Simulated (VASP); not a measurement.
Here is a VASP 6.6.1 calculation.

The input INCAR:

```
  PREC = Accurate
  ENCUT = 520
  EDIFF = 1E-6
  ISMEAR = 0
  SIGMA = 0.15
  LREAL = F
  LASPH = T
  NELM = 80
  ALGO = Fast
  ISIF = 2
  LWAVE = F
  LCHARG = T
  GGA = PS
  LELF = T
  LVHAR = T
  NBANDS = 18
```

The input KPOINTS:

```
Automatic mesh
0
Gamma
  18 18 18
```

The input POSCAR:

```
GaCo
1.0
    2.8365902541      0.0000000000      0.0000000000
    0.0000000000      2.8365902541      0.0000000000
    0.0000000000      0.0000000000      2.9784197668
Ga Co
1 1
Direct
    0.5000000000      0.5000000000      0.5000000000
    0.0000000000      0.0000000000      0.0000000000
```

Potentials or basis: VASP PAW PBE potentials, release 64 (Ga_d, Co).

The run is started by

```sh
$ cat potpaw_PBE.64/Ga_d/POTCAR potpaw_PBE.64/Co/POTCAR > POTCAR
$ mpirun -np 1 vasp_std > vasp.out
```

Estimate the band gap on the k mesh.

zero (band 11 reaches 10.92 eV, above the bottom of band 12 at 9.25 eV).

Predict the pressure.

-7.8 GPa.

Stress tensor (GPa, compression positive):
```
-7.24  0.00  0.00
 0.00 -7.24  0.00
 0.00  0.00 -8.84
```

Caveat: the PAW data sets were made with another functional, which shifts forces and pressure a little. Spin polarisation is off, so any magnetic state and its effect on volume and gap are missing.
